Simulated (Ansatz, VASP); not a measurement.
One calculation of LiHf4Br2, two programs

```
Li Hf Br
1.0
     7.84126    0.00000   -0.03611
     0.00000    3.27616    0.00000
    -3.95288    0.00000    7.06394
Li Hf Br
1 4 2
Direct
  0.00000 0.00000 0.00000
  0.27108 0.00000 0.82242
  0.40828 0.50000 0.16768
  0.72892 0.00000 0.17758
  0.59172 0.50000 0.83232
  0.50000 0.00000 0.50000
  0.00000 0.50000 0.50000
```

Change from the starting cell: species swapped into the Mn2SnS4 type (P2/m, No. 10).

Alike in both runs: functional PBE; k mesh 6 × 10 × 6; occupations gaussian, width 0.1 eV; no spin polarisation.

Ansatz relaxed the structure, and its values are those at the end. VASP's run is a single point on that final structure, the one shown.

```csv
,VASP,Ansatz
version,VASP 6.6.1,Ansatz 0.2.0
potentials or method,"VASP PAW PBE potentials, release 64 (Li_sv, Hf_pv, Br), cutoff 520 eV","scalar-relativistic, plane waves, PAW"
valence electrons in the cell,57,121
```

Ansatz gave:

| Property | Result |
| --- | --- |
| gap on the k mesh at the Fermi level (eV) | none |
| rms of the force components (eV/Å) | 0.003 |

Problem. Estimate VASP's values.

Solution. gap on the k mesh at the Fermi level (eV): none; rms of the force components (eV/Å): 0.022.

A gap of «none» marks a metal or a gap that the smearing closes. VASP's potentials hold 57 valence electrons a cell and Ansatz's 121, so a difference there can come from the potentials and not from the codes.

Neither program's run includes spin-orbit coupling. Noted on VASP's run: the cutoff is under 1.25 times that of the potentials, so the pressure is a little rough.
